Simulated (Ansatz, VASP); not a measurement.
# Al: VASP beside Ansatz

```xyz
1
Lattice="-1.7014 1.7014 1.5789 1.7014 -1.7014 1.5789 1.7014 1.7014 -1.5789" Properties=species:S:1:pos:R:3 pbc="T T T"
Al    0.0000    0.0000    0.0000
```

Alike in both runs: task single point; functional PBE; k mesh 22 × 22 × 22; occupations gaussian, width 0.15 eV; no spin polarisation.

```csv
,VASP,Ansatz
version,VASP 6.6.1,Ansatz 0.2.0
potentials or method,"VASP PAW PBE potentials, release 64 (Al), cutoff 520 eV","scalar-relativistic, plane waves, PAW"
valence electrons in the cell,3,3
```

Ansatz gave:

| Quantity | Value |
| --- | --- |
| gap on the k mesh at the Fermi level (eV) | none |
| pressure (GPa) | -4.5 |
| traceless stress, the component that is largest in VASP (GPa) | -1.13 |

Problem. What did VASP give for the same quantities?

Solution. gap on the k mesh at the Fermi level (eV): none; pressure (GPa): -4.6; traceless stress, the component that is largest in VASP (GPa): -1.13.

A gap of «none» marks a metal or a gap that the smearing closes.
